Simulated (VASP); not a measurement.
Wanted: the native input for a VASP 6.6.1 run.

- Task: single point
- Functional: LDA
- Potentials or basis: VASP PAW LDA potentials, release 64 (Ti_sv)
- Cutoff: 500 eV
- k mesh: 14 × 14 × 8
- Occupations: fermi-dirac, width 0.05 eV
- Spin: no spin polarisation
- Dipole correction: no
- Further INCAR settings: ALGO = Normal; EDIFF = 1e-06; NBANDS = 19

The structure of Ti lies in POSCAR:

```
Ti
1.0
    2.9499978604      0.0000000000      0.0000000000
   -1.4749989302      2.5547730882      0.0000000000
    0.0000000000      0.0000000000      4.6860000000
Ti
2
Direct
    0.3333333333      0.6666666667      0.2500000000
    0.6666666667      0.3333333333      0.7500000000
```

One way to write it, as run:

INCAR

```
SYSTEM = Ti
PREC = Accurate
ENCUT = 500
EDIFF = 1E-6
ISMEAR = -1
SIGMA = 0.05
LREAL = .False.
LASPH = .True.
NELM = 120
ALGO = Normal
ISIF = 2
LWAVE = .False.
LCHARG = .False.
NBANDS = 19
GGA_COMPAT = .False.
```

KPOINTS

```
regular mesh
0
Gamma
  14 14 8
  0 0 0
```

Potentials or basis: VASP PAW LDA potentials, release 64 (Ti_sv).

Command:

```bash
$ cat potpaw_LDA.64/Ti_sv/POTCAR > POTCAR
$ mpirun -np 1 vasp_std > vasp.out
```

Results of the run:

```
Pressure               : -10.0 GPa
Band gap on the k mesh : zero (band 12 reaches 8.65 eV, above the bottom of band 13 at 7.66 eV)
```

It took 50 s on 1 thread of Intel Xeon 6975P-C, with other jobs on the host, peak memory 0.18 GiB.
